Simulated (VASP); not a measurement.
A run of VASP 6.6.1 is set up as follows.

The input INCAR:

```
PREC = Accurate ; ENCUT = 500
EDIFF = 1E-6 ; ISMEAR = 0
SIGMA = 0.01 ; LREAL = False
LASPH = True ; NELM = 120
ALGO = Normal ; ISIF = 2
LWAVE = False ; LCHARG = False
GGA = PE ; NBANDS = 11
GGA_COMPAT = False
```

File KPOINTS:

```
Automatic mesh
0
Gamma
  5 5 5
```

The input POSCAR:

```
AlP
1.0
    0.0000000000      2.6792961588      2.6792961588
    2.6792961588      0.0000000000      2.6792961588
    2.6792961588      2.6792961588      0.0000000000
Al P
1 1
Direct
    0.0000000000      0.0000000000      0.0000000000
    0.2500000000      0.2500000000      0.2500000000
```

Potentials or basis: VASP PAW PBE potentials, release 64 (Al, P).

The run is started by

```bash
$ cat potpaw_PBE.64/Al/POTCAR potpaw_PBE.64/P/POTCAR > POTCAR
$ mpirun -np 1 vasp_std > vasp.out
```

Question: Predict the pressure.

Answer: 8.1 GPa.

Question: What does it give for the band gap on the k mesh?

Answer: 1.72 eV, indirect (least direct gap 3.79 eV).

A k mesh can miss the band edges. A hybrid or GW would open this gap; PBE tends to underestimate it.
